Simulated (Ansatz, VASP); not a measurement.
SiTe in VASP and in Ansatz

INCAR

```
SYSTEM = SiTe
ALGO     = Normal         ! electronic algorithm
EDIFF    = 1E-6           ! SCF threshold, eV
ENCUT    = 520            ! plane-wave cutoff, eV
GGA      = PE             ! functional
ISIF     = 2              ! what is computed and relaxed
ISMEAR   = -1             ! smearing method
LASPH    = .TRUE.         ! aspherical terms in the spheres
LCHARG   = .TRUE.         ! write CHGCAR
LELF     = .TRUE.         ! ELF
LREAL    = .FALSE.        ! projectors in reciprocal space
LVHAR    = .TRUE.       
LWAVE    = .FALSE.        ! write WAVECAR
NBANDS   = 12             ! bands
NELM     = 60             ! most SCF steps
PREC     = Accurate       ! precision mode
SIGMA    = 0.05           ! smearing width, eV
```

The input KPOINTS:

```
k-points
0
G
  7 7 7
  0 0 0
```

Contents of POSCAR:

```
SiTe
1.0
    3.7170280790      0.0000000000      0.0000000000
    0.0000000000      3.7170280790      0.0000000000
    0.0000000000      0.0000000000      3.7170280790
Si Te
1 1
Direct
    0.0000000000      0.0000000000      0.0000000000
    0.5000000000      0.5000000000      0.5000000000
```

The input input.yaml:

```yaml
crystal:
  lattice:
    - [3.717028079, 0.0, 0.0]
    - [0.0, 3.717028079, 0.0]
    - [0.0, 0.0, 3.717028079]
  atoms:
    - { symbol: Si, position: [0.0, 0.0, 0.0] }
    - { symbol: Te, position: [0.5, 0.5, 0.5] }
kpoints:
  mp_grid: { grid: [7, 7, 7] }
scf:
  occupations: { method: fermi_dirac, width: 0.05 }
hamiltonian:
  xc: pbe
  pseudopotentials: { kind: all_electron, lapw: { basis_error: 0.0005 } }
output:
  forces: true
  stress: true
  eigenvalues: true
```

Change from the starting cell: volume scaled by 0.96.

Alike in both runs: task single point; functional PBE; k mesh 7 × 7 × 7; occupations fermi-dirac, width 0.05 eV; no spin polarisation.

|  | VASP | Ansatz |
| --- | --- | --- |
| version | VASP 6.6.1 | Ansatz 0.2.0 |
| potentials or method | VASP PAW PBE potentials, release 64 (Si, Te), cutoff 520 eV | all-electron LAPW, scalar-relativistic |

Ansatz gave:

* gap on the k mesh at the Fermi level (eV): none
* pressure (GPa): -5.9

Estimate VASP's values.

gap on the k mesh at the Fermi level (eV): none; pressure (GPa): -6.0.

A gap of «none» marks a metal or a gap that the smearing closes. Ansatz ran all-electron here, and VASP with PAW potentials.

Spin-orbit coupling is off throughout.
